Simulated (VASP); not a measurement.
# Sc4BP3 (I4/mmm) in VASP: single point with PBE

Aim: the single point of Sc4BP3 with PBE.

Program: VASP 6.6.1. These are calculated values, not measurements. Logs are shortened: lines on timing, memory, paths and dates and some standing lists are left out, and cuts for length are marked.

**1. The cell of the first run**

It takes space group I4/mmm (No. 139, tetragonal). The conventional cell has a = 5.236 Å, b = 5.236 Å, c = 10.440 Å, α = 90.00°, β = 90.00°, γ = 90.00°. Within 3.4 Å of Sc (site symmetry 4mm) lie 1 B at 2.56 Å and 5 P at 2.62 to 2.66 Å. Sc (site symmetry mmm) has 4 P at 2.61 to 2.62 Å and 2 B at 2.62 Å within 3.4 Å. B (site symmetry 4/mmm) has 6 Sc at 2.56 to 2.62 Å within 3.4 Å. Within 3.4 Å of P (site symmetry -4m2) lie 6 Sc at 2.61 to 2.62 Å. Within 3.5 Å of P (site symmetry 4/mmm) lie 6 Sc at 2.62 to 2.66 Å.

**2. Single point, PBE**

File INCAR:

```
PREC = Accurate
ENCUT = 520
EDIFF = 1E-7
ISMEAR = 0
SIGMA = 0.2
LREAL = F
LASPH = T
NELM = 100
ALGO = Normal
ISIF = 2
LWAVE = F
LCHARG = F
GGA = PE
NBANDS = 41
```

File KPOINTS:

```
Automatic mesh
0
Gamma
  5 5 5
```

File POSCAR:

```
Sc4BP3
1.0
   -2.6180107653      2.6180107653      5.2200668590
    2.6180107653     -2.6180107653      5.2200668590
    2.6180107653      2.6180107653     -5.2200668590
Sc B P
4 1 3
Direct
    0.7544991592      0.7544991592      0.0000000000
    0.0000000000      0.5000000000      0.5000000000
    0.2455008408      0.2455008408      0.0000000000
    0.5000000000      0.0000000000      0.5000000000
    0.0000000000      0.0000000000      0.0000000000
    0.7500000000      0.2500000000      0.5000000000
    0.5000000000      0.5000000000      0.0000000000
    0.2500000000      0.7500000000      0.5000000000
```

Potentials or basis: VASP PAW PBE potentials, release 64 (Sc_sv, B, P).

Started as:

```console
$ cat potpaw_PBE.64/Sc_sv/POTCAR potpaw_PBE.64/B/POTCAR potpaw_PBE.64/P/POTCAR > POTCAR
$ mpirun -np 1 vasp_std > vasp.out
```

OUTCAR:

```text
PREC = Accurate
   ENCUT = 520
   EDIFF = 1E-7
   ISMEAR = 0
   LREAL = F
   LASPH = T
   NELM = 100
   ISIF = 2
   GGA = PE

 ion  position               nearest neighbor table
   1  0.754  0.754  0.000-   5 2.56   6 2.62   8 2.62   6 2.62   8 2.62   7 2.66
   2  0.000  0.500  0.500-   6 2.61   8 2.61   7 2.62   5 2.62   5 2.62   7 2.62
   3  0.246  0.246  0.000-   5 2.56   8 2.62   6 2.62   6 2.62   8 2.62   7 2.66
   4  0.500  0.000  0.500-   6 2.61   8 2.61   7 2.62   5 2.62   7 2.62   5 2.62
   5  0.000  0.000  0.000-   1 2.56   3 2.56   2 2.62   4 2.62   2 2.62   4 2.62
   6  0.750  0.250  0.500-   2 2.61   4 2.61   3 2.62   1 2.62   1 2.62   3 2.62
   7  0.500  0.500  0.000-   2 2.62   4 2.62   4 2.62   2 2.62   3 2.66   1 2.66
   8  0.250  0.750  0.500-   2 2.61   4 2.61   3 2.62   1 2.62   1 2.62   3 2.62

  LATTYP: Found a body centered tetragonal cell.
 ALAT       =     5.2360215306
 C/A-ratio  =     1.9939058037

  Lattice vectors:

 A1 = (  -2.6180107653,   2.6180107653,   5.2200668590)
 A2 = (   2.6180107653,  -2.6180107653,   5.2200668590)
 A3 = (   2.6180107653,   2.6180107653,  -5.2200668590)

Analysis of symmetry for initial positions (statically):
=====================================================================
 Subroutine PRICEL returns:
 Original cell was already a primitive cell.

 Routine SETGRP: Setting up the symmetry group for a
 body centered tetragonal supercell.

 Subroutine GETGRP returns: Found 16 space group operations
 (whereof 16 operations were pure point group operations)
 out of a pool of 16 trial point group operations.

The static configuration has the point symmetry D_4h.

Analysis of symmetry for dynamics (positions and initial velocities):
=====================================================================
 Subroutine PRICEL returns:
 Original cell was already a primitive cell.

 Routine SETGRP: Setting up the symmetry group for a
 body centered tetragonal supercell.

 Subroutine GETGRP returns: Found 16 space group operations
 (whereof 16 operations were pure point group operations)
 out of a pool of 16 trial point group operations.

The dynamic configuration has the point symmetry D_4h.

 Subroutine INISYM returns: Found 16 space group operations
 (whereof 16 operations are pure point group operations),
 and found     1 'primitive' translations

----------------------------------------------------------------------------------------

                                     Primitive cell

  volume of cell :     143.1129

  direct lattice vectors                    reciprocal lattice vectors
    -2.618010765  2.618010765  5.220066859     0.000000000  0.190984700  0.095784214
     2.618010765 -2.618010765  5.220066859     0.190984700  0.000000000  0.095784214
     2.618010765  2.618010765 -5.220066859     0.190984700  0.190984700  0.000000000

  length of vectors
     6.399770210  6.399770210  6.399770210     0.213658071  0.213658071  0.270093153

  position of ions in fractional coordinates (direct lattice)
     0.754499159  0.754499159  0.000000000
     0.000000000  0.500000000  0.500000000
     0.245500841  0.245500841  0.000000000
     0.500000000  0.000000000  0.500000000
     0.000000000  0.000000000  0.000000000
     0.750000000  0.250000000  0.500000000
     0.500000000  0.500000000  0.000000000
     0.250000000  0.750000000  0.500000000

  ion indices of the primitive-cell ions
   primitive index   ion index
                 1           1
                 2           2
                 3           3
                 4           4
                 5           5
                 6           6
                 7           7
                 8           8

----------------------------------------------------------------------------------------

 KPOINTS: Automatic mesh

Automatic generation of k-mesh.
 Grid dimensions read from file:
 generate k-points for:    5    5    5

 Generating k-lattice:

  Cartesian coordinates                     Fractional coordinates (reciprocal lattice)
     0.000000000  0.038196940  0.019156843     0.200000000 -0.000000000  0.000000000
     0.038196940  0.000000000  0.019156843    -0.000000000  0.200000000  0.000000000
     0.038196940  0.038196940  0.000000000     0.000000000  0.000000000  0.200000000

  Length of vectors
     0.042731614  0.042731614  0.054018631

  Shift w.r.t. Gamma in fractional coordinates (k-lattice)
     0.000000000  0.000000000  0.000000000

 Subroutine IBZKPT returns following result:
 ===========================================

 Found     18 irreducible k-points:

 Following reciprocal coordinates:
            Coordinates               Weight
  0.000000  0.000000  0.000000      1.000000
  0.200000  0.000000  0.000000      8.000000
  0.400000  0.000000  0.000000      8.000000
  0.200000  0.200000  0.000000      8.000000
  0.400000  0.200000  0.000000     16.000000
 -0.400000  0.200000  0.000000     16.000000
[... 10 lines left out ...]
 -0.400000  0.400000  0.400000      4.000000
 -0.400000 -0.400000  0.400000      2.000000
   k-points           NKPTS =     18   k-points in BZ     NKDIM =     18   number of bands    NBANDS=     41
   number of dos      NEDOS =    301   number of ions     NIONS =      8
   total plane-waves  NPLWV = 110592
   dimension x,y,z NGX =    48 NGY =   48 NGZ =   48
   dimension x,y,z NGXF=    96 NGYF=   96 NGZF=   96
   ions per type =               4   1   3
   NGX,Y,Z   is equivalent  to a cutoff of  12.47, 12.47, 12.47 a.u.
   NGXF,Y,Z  is equivalent  to a cutoff of  24.94, 24.94, 24.94 a.u.
 SYSTEM =  unknown system
   PREC   = accura    normal or accurate (medium, high low for compatibility)
   ISTART =      0    job   : 0-new  1-cont  2-samecut
   ICHARG =      2    charge: 1-file 2-atom 10-const
   ISPIN  =      1    spin polarized calculation?
   LNONCOLLINEAR =      F non collinear calculations
   LSORBIT =      F    spin-orbit coupling
   LASPH  =      T    aspherical Exc in radial PAW
   ENCUT  =  520.0 eV  38.22 Ry    6.18 a.u.  11.90 11.90 11.90*2*pi/ulx,y,z
   NELM   =    100;   NELMIN=  2; NELMDL= -5     # of ELM steps
   EDIFF  = 0.1E-06   stopping-criterion for ELM
   LREAL  =      F    real-space projection
   EDIFFG = 0.1E-05   stopping-criterion for IOM
   NSW    =      0    number of steps for IOM
   IBRION =     -1    ionic relax: 0-MD 1-quasi-New 2-CG
   NFREE  =      0    steps in history (QN), initial steepest desc. (CG)
   ISIF   =      2    stress and relaxation
   ISYM   =      2    0-nonsym 1-usesym 2-fastsym
   POTIM  = 0.5000    time-step for ionic-motion
   TEBEG  =    0.0;   TEEND  =   0.0 temperature during run
   PSTRESS=    0.0 pullay stress
   NELECT =      62.0000    total number of electrons
   NUPDOWN=      -1.0000    fix difference up-down
   EMIN   =  10.00;   EMAX   =-10.00  energy-range for DOS
   EFERMI =   0.00;   METHOD = LEGACY
   ISMEAR =     0;   SIGMA  =   0.20  broadening in eV -4-tet -1-fermi 0-gaus
   EFERMI_NEDOS =   21; number of points for ismear=-14 and -15
   IALGO  =     38    algorithm
   IMIX   =      4    mixing-type and parameters
     AMIX     =   0.40;   BMIX     =  1.00
     AMIX_MAG =   1.60;   BMIX_MAG =  1.00
  volume/ion in A,a.u.               =      17.89       120.72
  Fermi-wavevector in a.u.,A,eV,Ry     =   1.238737  2.340873 20.877721  1.534469
  Thomas-Fermi vector in A             =   2.373250
   LORBIT       =      0    0 simple, 1 ext, 2 COOP (PROOUT), +10 PAW based schemes
   GGA     = PE    functional components
   LHFCALC =     F    Hartree Fock is set to
   AEXX    =    0.0000 exact exchange contribution
   IVDW    =     0    specifies the selected vdW correction
   LEPSILON=     F    determine dielectric tensor
   LRPA    =     F    only Hartree local field effects (RPA)
 non-spin polarized calculation
 Gauss-broadening in eV      SIGMA  =   0.20
  energy-cutoff  :      520.00
  volume of cell :      143.11
 maximum number of plane-waves:      3872
   NGX = 23   NGY = 23   NGZ = 23

 number of electron      62.0000003 magnetization

 Free energy of the ion-electron system (eV)
  ---------------------------------------------------
  ext. energy  EPLUGINS =         0.00000000
  ---------------------------------------------------
  free energy    TOTEN  =       -56.00385830 eV

  energy without entropy =      -55.90592909  energy(sigma->0) =      -55.95489369

 E-fermi :   4.8938     XC(G=0): -10.5437

 val. band max:        4.8928590741   @ k =  -0.4000   0.2000   0.0000
 cond. band min:       4.9009155103   @ k =  -0.2000  -0.4000   0.2000
 fundamental gap:      0.0080564362
 Fermi energy:         4.8938131593

 k-point     1 :       0.0000    0.0000    0.0000
  band No.  band energies     occupation
      1     -43.9165      2.00000
      2     -43.9066      2.00000
      3     -43.8177      2.00000
      4     -43.8099      2.00000
      5     -22.6192      2.00000
      6     -22.6192      2.00000
[... 33 lines left out ...]
     40       7.9410      0.00000
     41       7.9819      0.00000

 k-point     2 :       0.2000    0.0000    0.0000
  band No.  band energies     occupation
      1     -43.9154      2.00000
      2     -43.9075      2.00000
      3     -43.8171      2.00000
      4     -43.8107      2.00000
      5     -22.6211      2.00000
      6     -22.6141      2.00000
[... 33 lines left out ...]
     40       8.1091      0.00000
     41       8.3825      0.00000

 k-point     3 :       0.4000    0.0000    0.0000
  band No.  band energies     occupation
      1     -43.9127      2.00000
      2     -43.9097      2.00000
      3     -43.8153      2.00000
      4     -43.8128      2.00000
      5     -22.6138      2.00000
      6     -22.6002      2.00000
[... 611 lines left out ...]
      2     -43.9075      2.00000
      3     -43.8177      2.00000
      4     -43.8108      2.00000
      5     -22.6234      2.00000
      6     -22.6228      2.00000
[... 33 lines left out ...]
     40       8.2037      0.00000
     41       8.6486      0.00000

 k-point    18 :      -0.4000   -0.4000    0.4000
  band No.  band energies     occupation
      1     -43.9158      2.00000
      2     -43.9067      2.00000
      3     -43.8184      2.00000
      4     -43.8100      2.00000
      5     -22.6292      2.00000
      6     -22.6292      2.00000
[... 33 lines left out ...]
     40       7.9180      0.00000
     41       8.4790      0.00000

------------------------ aborting loop because EDIFF is reached ----------------------------------------

  FORCE on cell =-STRESS in cart. coord.  units (eV):
  Direction    XX          YY          ZZ          XY          YZ          ZX
  --------------------------------------------------------------------------------------
  -------------------------------------------------------------------------------------
  Total        0.0629079      0.0629079      0.1785681      0.0000000     -0.0000000      0.0000000
  in kB        0.7042657      0.7042657      1.9991045      0.0000000     -0.0000000      0.0000000
  external PRESSURE =       1.1358786 kB  Pullay stress =       0.0000000 kB

 VOLUME and BASIS-vectors are now :
 -----------------------------------------------------------------------------
  energy-cutoff  :      520.00
  volume of cell :      143.11
      direct lattice vectors                 reciprocal lattice vectors
    -2.618010765  2.618010765  5.220066859     0.000000000  0.190984700  0.095784214
     2.618010765 -2.618010765  5.220066859     0.190984700  0.000000000  0.095784214
     2.618010765  2.618010765 -5.220066859     0.190984700  0.190984700  0.000000000

 POSITION                                       TOTAL-FORCE (eV/Angst)
 -----------------------------------------------------------------------------------
      0.00000      0.00000      7.87707         0.000000      0.000000     -0.000579
      2.61801      0.00000      0.00000        -0.000000     -0.000000     -0.000000
      0.00000      0.00000      2.56306        -0.000000     -0.000000      0.000579
      0.00000      2.61801      0.00000        -0.000000     -0.000000     -0.000000
      0.00000      0.00000      0.00000        -0.000000     -0.000000     -0.000000
      0.00000      2.61801      2.61003        -0.000000     -0.000000     -0.000000
      0.00000      0.00000      5.22007        -0.000000     -0.000000     -0.000000
      2.61801      0.00000      2.61003        -0.000000     -0.000000     -0.000000
 -----------------------------------------------------------------------------------
    total drift:                               -0.000000      0.000000      0.000000

  FREE ENERGIE OF THE ION-ELECTRON SYSTEM (eV)
  ---------------------------------------------------
  free  energy   TOTEN  =       -56.0038582953 eV

  energy  without entropy=      -55.9059290936  energy(sigma->0) =      -55.95489369
```

It took 1.7 min on 1 thread of AMD EPYC 9R45 (Zen 5), shared host; peak memory 0.33 GiB.

Results:

```yaml
Free_energy: -56.0039 eV
Pressure: 0.1 GPa
Band_gap_on_the_k_mesh: zero (bands 31 and 32 overlap by 1.95 eV)
```

Stress tensor (GPa, compression positive):
```
0.07 0.00 0.00
0.00 0.07 0.00
0.00 0.00 0.20
```
